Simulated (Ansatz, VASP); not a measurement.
Al in VASP and in Ansatz

```xyz
1
Lattice="0.0000 1.9916 1.9916 1.9916 0.0000 1.9916 1.9916 1.9916 0.0000" Properties=species:S:1:pos:R:3 pbc="T T T"
Al    0.0000    0.0000    0.0000
```

Alike in both runs: task single point; functional LDA; k mesh 14 × 14 × 14; occupations methfessel-paxton of order 1, width 0.01 eV; no spin polarisation.

```csv
,VASP,Ansatz
version,VASP 6.6.1,Ansatz 0.2.0
potentials or method,"VASP PAW LDA potentials, release 64 (Al), cutoff 520 eV","plane waves (420 eV) with PAW, scalar-relativistic"
valence electrons in the cell,3,3
```

```tsv
	VASP	Ansatz	Ansatz less VASP
pressure (GPa)	-0.1	-0.2	-0.09
```

Ansatz warns that its potentials were made for another functional, while VASP's fit it. LDA's correlation is that of Perdew and Zunger in VASP and of Perdew and Wang (1992) in Ansatz.
